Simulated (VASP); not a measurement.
Input of a VASP 6.6.1 run:

The input POSCAR:

```
BN
1.0
    2.4883437600      0.0000000000      0.0000000000
   -1.2441718800      2.1549689100      0.0000000000
    0.0000000000      0.0000000000      6.4954828800
B N
2 2
Direct
    0.3333333333      0.6666666667      0.2500000000
    0.6666666667      0.3333333333      0.7500000000
    0.3333333333      0.6666666667      0.7500000000
    0.6666666667      0.3333333333      0.2500000000
```

INCAR.step1

```
SYSTEM = BN
PREC     = Accurate       ! precision mode
ENCUT    = 580            ! plane-wave cutoff, eV
EDIFF    = 1E-5           ! SCF threshold, eV
ISMEAR   = -1             ! smearing method
SIGMA    = 0.01           ! smearing width, eV
LREAL    = .FALSE.        ! projectors in reciprocal space
LASPH    = .TRUE.         ! aspherical terms in the spheres
NELM     = 120            ! most SCF steps
ALGO     = Normal         ! electronic algorithm
ISIF     = 2              ! what is computed and relaxed
LWAVE    = .TRUE.         ! write WAVECAR
NBANDS   = 16             ! bands
GGA      = PE             ! functional
GGA_COMPAT= .FALSE.      
ISYM     = -1
```

INCAR.step2

```
SYSTEM = BN
PREC     = Accurate       ! precision mode
ENCUT    = 580            ! plane-wave cutoff, eV
EDIFF    = 1E-6           ! SCF threshold, eV
ISMEAR   = -1             ! smearing method
SIGMA    = 0.01           ! smearing width, eV
LREAL    = .FALSE.        ! projectors in reciprocal space
LASPH    = .TRUE.         ! aspherical terms in the spheres
NELM     = 120            ! most SCF steps
ALGO     = Normal         ! electronic algorithm
ISIF     = 2              ! what is computed and relaxed
LWAVE    = .FALSE.        ! write WAVECAR
LCHARG   = .TRUE.         ! write CHGCAR
METAGGA  = R2SCAN         ! meta-GGA
LHFCALC  = .TRUE.         ! exact exchange
AEXX     = 0.1            ! exact-exchange fraction
LMIXTAU  = .TRUE.       
PRECFOCK = Normal       
LELF     = .TRUE.         ! ELF
LVHAR    = .TRUE.       
NBANDS   = 16             ! bands
ISTART   = 1            
GGA_COMPAT= .FALSE.      
ISYM     = -1
```

KPOINTS

```
explicit points
9
Reciprocal
  0.08333333   0.08333333   0.25000000 1
  0.08333333   0.41666667   0.25000000 1
  0.08333333   0.75000000   0.25000000 1
  0.41666667   0.08333333   0.25000000 1
  0.41666667   0.41666667   0.25000000 1
  0.41666667   0.75000000   0.25000000 1
  0.75000000   0.08333333   0.25000000 1
  0.75000000   0.41666667   0.25000000 1
  0.75000000   0.75000000   0.25000000 1
```

Potentials or basis: VASP PAW PBE potentials, release 64 (B, N).

Command:

```console
$ cat potpaw_PBE.64/B/POTCAR potpaw_PBE.64/N/POTCAR > POTCAR
$ cp INCAR.step1 INCAR
$ mpirun -np 1 vasp_std > vasp.out
$ cp INCAR.step2 INCAR
$ mpirun -np 1 vasp_std > vasp.out
```

Question: Predict the pressure.

Answer: 3.5 GPa.

Question: Estimate the band gap on the k mesh.

Answer: 6.31 eV.

Question: Predict the largest force.

Answer: 0.230 eV/Å.

Forces in eV/Å, atoms in the order of the input:
```
B    0.199 -0.115  0.000
B   -0.199  0.115  0.000
N    0.198 -0.114  0.000
N   -0.198  0.114  0.000
```

Caveat: the cell stands under pressure; the PAW data sets were made with another functional, which shifts forces and pressure a little; a shifted mesh leaves out Γ, where band edges can lie. A k mesh can miss the band edges.
